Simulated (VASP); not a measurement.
# Li (Im-3m) in VASP: notebook, part 2 of 2

VASP 6.6.1. Earlier steps stand in the parts before.

**5. Single point, HSE06**

This run uses another cell than the first one, of 20.74 Å³/atom.

The input, POSCAR:

```
Li
1.0
   -1.7309356065      1.7309356065      1.7309356065
    1.7309356065     -1.7309356065      1.7309356065
    1.7309356065      1.7309356065     -1.7309356065
Li
1
Direct
    0.0000000000      0.0000000000      0.0000000000
```

The input, INCAR.step1:

```
PREC = Accurate
ENCUT = 520
EDIFF = 1E-5
ISMEAR = -1
SIGMA = 0.05
LREAL = F
LASPH = T
NELM = 60
ALGO = Normal
ISIF = 2
LWAVE = T
GGA = PE
NBANDS = 8
```

The input, INCAR.step2:

```
PREC = Accurate
ENCUT = 520
EDIFF = 1E-6
ISMEAR = -1
SIGMA = 0.05
LREAL = F
LASPH = T
NELM = 60
ALGO = Normal
ISIF = 2
LWAVE = F
LCHARG = T
GGA = PE
LHFCALC = T
HFSCREEN = 0.2079
PRECFOCK = Normal
LELF = T
LVHAR = T
ISTART = 1
NBANDS = 8
```

The input, KPOINTS:

```
regular mesh
0
Gamma
  6 6 6
```

Potentials or basis: VASP PAW PBE potentials, release 64 (Li_sv).

On the command line:

```sh
$ cat potpaw_PBE.64/Li_sv/POTCAR > POTCAR
$ cp INCAR.step1 INCAR
$ mpirun -np 1 vasp_std > vasp.out
$ cp INCAR.step2 INCAR
$ mpirun -np 1 vasp_std > vasp.out
```

OUTCAR:

```text
PREC = Accurate
   ENCUT = 520
   EDIFF = 1E-6
   ISMEAR = -1
   LREAL = F
   LASPH = T
   NELM = 60
   ISIF = 2
   GGA = PE
   LHFCALC = T
   HFSCREEN = 0.2079
   PRECFOCK = Normal
   ISTART = 1

 ion  position               nearest neighbor table
   1  0.000  0.000  0.000-

  LATTYP: Found a body centered cubic cell.
 ALAT       =     3.4618712130

  Lattice vectors:
[... 352 lines left out ...]
      3       6.6051      0.00000
      4       6.6052      0.00000
      5       8.7726      0.00000
      6       8.7726      0.00000
      7      14.6545      0.00000
      8      29.7231      0.00000

------------------------ aborting loop because EDIFF is reached ----------------------------------------

  FORCE on cell =-STRESS in cart. coord.  units (eV):
  Direction    XX          YY          ZZ          XY          YZ          ZX
  --------------------------------------------------------------------------------------
  -------------------------------------------------------------------------------------
  Total        0.0099294      0.0099294      0.0099294     -0.0000000      0.0000000     -0.0000000
  in kB        0.7668858      0.7668858      0.7668858     -0.0000000      0.0000000     -0.0000000
  external PRESSURE =       0.7668858 kB  Pullay stress =       0.0000000 kB

 VOLUME and BASIS-vectors are now :
 -----------------------------------------------------------------------------
  energy-cutoff  :      520.00
  volume of cell :       20.74
      direct lattice vectors                 reciprocal lattice vectors
    -1.730935606  1.730935606  1.730935606     0.000000000  0.288861121  0.288861121
     1.730935606 -1.730935606  1.730935606     0.288861121  0.000000000  0.288861121
     1.730935606  1.730935606 -1.730935606     0.288861121  0.288861121  0.000000000

 POSITION                                       TOTAL-FORCE (eV/Angst)
 -----------------------------------------------------------------------------------
      0.00000      0.00000      0.00000         0.000000      0.000000      0.000000
 -----------------------------------------------------------------------------------
    total drift:                               -0.000000      0.000001      0.000001

  FREE ENERGIE OF THE ION-ELECTRON SYSTEM (eV)
  ---------------------------------------------------
  free  energy   TOTEN  =        -1.9366072739 eV

  energy  without entropy=       -1.9213431807  energy(sigma->0) =       -1.92897523
```

OUTCAR.step1:

```text
PREC = Accurate
   ENCUT = 520
   EDIFF = 1E-5
   ISMEAR = -1
   LREAL = F
[... 381 lines left out ...]

 POSITION                                       TOTAL-FORCE (eV/Angst)
 -----------------------------------------------------------------------------------
      0.00000      0.00000      0.00000        -0.000000     -0.000000      0.000000
 -----------------------------------------------------------------------------------
    total drift:                               -0.000000      0.000000     -0.000000

  FREE ENERGIE OF THE ION-ELECTRON SYSTEM (eV)
  ---------------------------------------------------
  free  energy   TOTEN  =        -1.8746886869 eV

  energy  without entropy=       -1.8593097833  energy(sigma->0) =       -1.86699924
```

It took 2 min on 1 thread of Intel Xeon Platinum 8259CL at 2.50GHz (Skylake/Cascade Lake), shared host; peak memory 0.23 GiB.

What came out:

```
Free energy            : -1.9366 eV
Band gap on the k mesh : zero (an odd number of electrons rules out a gap without spin polarisation)
```

Caveat: the k points lie up to 0.43 Å⁻¹ apart, too coarse for converged energies and pressures of a metal; the cutoff is under 1.25 times the usual one of these potentials, so pressure, stress and relaxed cells hold a basis-set (Pulay) error; the PAW data sets were made with another functional, which shifts forces and pressure a little.

**6. Single point, HSE06**

This run uses another cell than the first one, of 21.18 Å³/atom.

The input, POSCAR:

```
Li
1.0
   -1.7428734707      1.7428734707      1.7428734707
    1.7428734707     -1.7428734707      1.7428734707
    1.7428734707      1.7428734707     -1.7428734707
Li
1
Direct
    0.0000000000      0.0000000000      0.0000000000
```

The input, INCAR.step1:

```
SYSTEM = Li
PREC     = Accurate       ! precision mode
ENCUT    = 520            ! plane-wave cutoff, eV
EDIFF    = 1E-5           ! SCF threshold, eV
ISMEAR   = -1             ! smearing method
SIGMA    = 0.05           ! smearing width, eV
LREAL    = .FALSE.        ! projectors in reciprocal space
LASPH    = .TRUE.         ! aspherical terms in the spheres
NELM     = 80             ! most SCF steps
ALGO     = Normal         ! electronic algorithm
ISIF     = 2              ! what is computed and relaxed
LWAVE    = .TRUE.         ! write WAVECAR
NBANDS   = 8              ! bands
GGA      = PE             ! functional
```

The input, INCAR.step2:

```
SYSTEM = Li
PREC     = Accurate       ! precision mode
ENCUT    = 520            ! plane-wave cutoff, eV
EDIFF    = 1E-6           ! SCF threshold, eV
ISMEAR   = -1             ! smearing method
SIGMA    = 0.05           ! smearing width, eV
LREAL    = .FALSE.        ! projectors in reciprocal space
LASPH    = .TRUE.         ! aspherical terms in the spheres
NELM     = 80             ! most SCF steps
ALGO     = Normal         ! electronic algorithm
ISIF     = 2              ! what is computed and relaxed
LWAVE    = .FALSE.        ! write WAVECAR
LCHARG   = .TRUE.         ! write CHGCAR
GGA      = PE             ! functional
LHFCALC  = .TRUE.         ! exact exchange
HFSCREEN = 0.2079         ! screening, 1/A
PRECFOCK = Normal       
LELF     = .TRUE.         ! ELF
LVHAR    = .TRUE.       
NBANDS   = 8              ! bands
ISTART   = 1
```

The input, KPOINTS:

```
Automatic mesh
0
G
  6 6 6
  0 0 0
```

Potentials or basis: VASP PAW PBE potentials, release 64 (Li_sv).

On the command line:

```sh
$ cat potpaw_PBE.64/Li_sv/POTCAR > POTCAR
$ cp INCAR.step1 INCAR
$ mpirun -np 1 vasp_std > vasp.out
$ cp INCAR.step2 INCAR
$ mpirun -np 1 vasp_std > vasp.out
```

Run time: 1.7 min. Hardware: 1 thread of Intel Xeon Platinum 8259CL at 2.50GHz (Skylake/Cascade Lake), shared host; peak memory 0.23 GiB.

Results (log left out):

| Property | Result |
| --- | --- |
| Free energy | -1.9367 eV |
| Band gap on the k mesh | zero (an odd number of electrons rules out a gap without spin polarisation) |

Levels at points of the mesh, in eV from the Fermi level:
| k point | band 1 | band 2 | band 3 | band 4 | band 5 |
| --- | --- | --- | --- | --- | --- |
| (0.00, 0.00, 0.00) | -50.33 | -4.33 | 14.95 | 14.95 | 14.95 |
| (0.50, 0.00, 0.00) | -50.31 | 0.32 | 3.35 | 10.75 | 12.18 |
| (0.50, 0.50, 0.50) | -50.30 | 5.91 | 5.91 | 5.91 | 8.06 |

Caveat: the k points lie up to 0.42 Å⁻¹ apart, too coarse for converged energies and pressures of a metal; the cutoff is under 1.25 times the usual one of these potentials, so pressure, stress and relaxed cells hold a basis-set (Pulay) error; the PAW data sets were made with another functional, which shifts forces and pressure a little.

**7. Summary**

```tsv
task	level	cell	k mesh	cutoff (eV)	smearing	grid for exact exchange (PRECFOCK)	share of exact exchange	screening parameter	gap on the mesh (eV)
single point	PBE	a = 3.039 Å, angles 109.5°, 1 atom	11 × 11 × 11	520	gaussian 0.015 eV	-	-	-	none
relaxation of cell and atoms	BLYP+D4	relaxed from a = 3.039 Å, angles 109.5°, 1 atom	11 × 11 × 11	600	fermi-dirac 0.05 eV	-	-	-	none
single point	HSE06	a = 2.977 Å, angles 109.5°, 1 atom	6 × 6 × 6	520	fermi-dirac 0.05 eV	Normal	0.25	0.2079 1/Å	none
single point	HSE06	a = 2.998 Å, angles 109.5°, 1 atom	6 × 6 × 6	520	fermi-dirac 0.05 eV	Normal	0.25	0.2079 1/Å	none
single point	HSE06	a = 3.019 Å, angles 109.5°, 1 atom	6 × 6 × 6	520	fermi-dirac 0.05 eV	Normal	0.25	0.2079 1/Å	none
```

Alike in all rows: potentials or basis VASP PAW PBE potentials, release 64 (Li_sv); no spin polarisation.

Caveats: some runs use coarse meshes; the cutoff is under 1.25 times the usual one of these potentials, so pressure, stress and relaxed cells hold a basis-set (Pulay) error; the PAW data sets were made with another functional, which shifts forces and pressure a little (at least some runs).

Absolute energies hang on the potentials; compare differences alone.

**8. Comparison with measurements**

Step 3. The cell as given is a measured one (21.61 Å³/atom); BLYP+D4 puts the equilibrium volume -10.0 % from it, thermal expansion not counted.
